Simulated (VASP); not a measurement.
Runs of VASP 6.6.1 on Sr2V. The structure is that of space group P6/mmm (No. 191), or close to it. The cells are those of the table. The cell was generated, and may not be a known phase.

```csv
task,cell,k mesh,cutoff (eV),gap on the mesh (eV),pressure (GPa),moment (μB),relaxed volume (Å³/atom)
relaxation of cell and atoms,"relaxed from a = 5.923, b = 5.923, c = 3.475 Å, angles 90.0, 90.0, 120.0°, 3 atoms",3 × 3 × 6,600,none,0.1,3.29,35.40
single point,"a = 4.118, b = 4.118, c = 4.389 Å, angles 90.0, 90.0, 120.0°, 3 atoms",6 × 6 × 4,520,none,(b),(a),-
single point,"a = 5.923, b = 5.923, c = 3.475 Å, angles 90.0, 90.0, 120.0°, 3 atoms",3 × 3 × 6,520,none,(c),3.29,-
relaxation of cell and atoms,"relaxed from a = 4.118, b = 4.118, c = 4.389 Å, angles 90.0, 90.0, 120.0°, 3 atoms",6 × 6 × 4,600,none,-0.1,0.00,31.84
single point,"a = 5.923, b = 5.923, c = 3.475 Å, angles 90.0, 90.0, 120.0°, 3 atoms",6 × 6 × 4,520,none,0.3,3.99,-
```

Alike in all rows: level PBE; potentials or basis VASP PAW PBE potentials, release 64 (Sr_sv, V_sv); spin collinear, ferromagnetic start; smearing gaussian 0.1 eV.

Estimate the missing entries.

(a) 3.07; (b) 35.0; (c) 0.2.

Caveats: some runs use coarse meshes; the stress differs along the axes, from 5 to 50 GPa (at least some runs); the volume moved by over 15 % at a fixed basis, so the end points are rough (at least some runs); the moments typed at the start vanished in this run (at least some runs).

A k mesh can miss the band edges, and the runs leave out spin-orbit coupling on Sr.

A gap of «none» marks levels without a gap at the run's occupations.
